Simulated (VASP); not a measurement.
Runs of VASP 6.6.1 on SiC. The structure is that of space group F-43m (No. 216), or close to it. The cells are those of the table. 

```tsv
cell	k mesh	cutoff (eV)	smearing	gap on the mesh (eV)	pressure (GPa)
a = 3.080 Å, angles 60.0°, 2 atoms	6 × 6 × 6	600	gaussian 0.05 eV	1.23	0.4
a = 3.037 Å, angles 60.0°, 2 atoms	8 × 8 × 8	520	gaussian 0.05 eV	(a)	(c)
a = 3.026 Å, angles 60.0°, 2 atoms	12 × 12 × 12	520	gaussian 0.02 eV	1.18	13.6
a = 3.121 Å, angles 60.0°, 2 atoms	6 × 6 × 6	600	gaussian 0.05 eV	(b)	-7.9
```

Alike in all rows: task single point; level PBEsol; potentials or basis VASP PAW PBE potentials, release 64 (Si, C); no spin polarisation.

Question: Fill in the values left out.

Answer: (a) 1.19; (b) 1.26; (c) 10.6.

Caveats: the PAW data sets were made with another functional, which shifts forces and pressure a little.

A k mesh can miss the band edges.
